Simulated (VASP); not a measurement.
**Pb: single point with PBEsol**

Pb:

```
Pb
1.0
     3.45753    0.00000    0.00000
    -1.72877    2.99431    0.00000
     0.00000    0.00000    5.77125
Pb
2
Direct
  0.33333 0.66667 0.25000
  0.66667 0.33333 0.75000
```

| Property | Result |
| --- | --- |
| Program | VASP 6.6.1 |
| Task | single point |
| Functional | PBEsol |
| Potentials or basis | VASP PAW PBE potentials, release 64 (Pb_d) |
| Cutoff | 520 eV |
| k mesh | 16 × 16 × 10 |
| Occupations | fermi-dirac, width 0.08 eV |
| Spin | no spin polarisation |
| Dipole correction | no |
| Further INCAR settings | ALGO = Normal; EDIFF = 1e-06; NBANDS = 21 |

| Quantity | Value |
| --- | --- |
| Pressure | -0.1 GPa |
| Band gap on the k mesh | zero (band 14 reaches 13.20 eV, above the bottom of band 15 at 5.56 eV) |

Levels at points of the mesh, in eV from the Fermi level:
```
           k point  band 10  band 11  band 12  band 13  band 14  band 15  band 16  band 17  band 18  band 19
(0.00, 0.00, 0.00)   -16.69   -11.83    -8.30    -4.29     5.94     5.94     7.28     7.68     7.68     9.14
(0.50, 0.00, 0.00)   -16.65    -8.22    -7.06    -3.02    -1.64    -0.47     1.76     2.27     5.69     6.40
(0.00, 0.00, 0.50)   -16.75   -10.65   -10.65     0.55     0.55     6.76     6.76     6.76     6.76     9.50
(0.50, 0.00, 0.50)   -16.65    -7.46    -7.46    -3.72    -3.72     3.47     3.47     3.60     3.60     6.96
```

It took 4 min on 1 thread of Intel(R) Xeon(R) Platinum 8259CL CPU @ 2.50GHz (Skylake/Cascade Lake), on a shared host, peak memory 0.31 GiB.

Caveat: the PAW data sets were made with another functional, which shifts forces and pressure a little; spin-orbit coupling is left out, which moves the levels of the heavy elements.
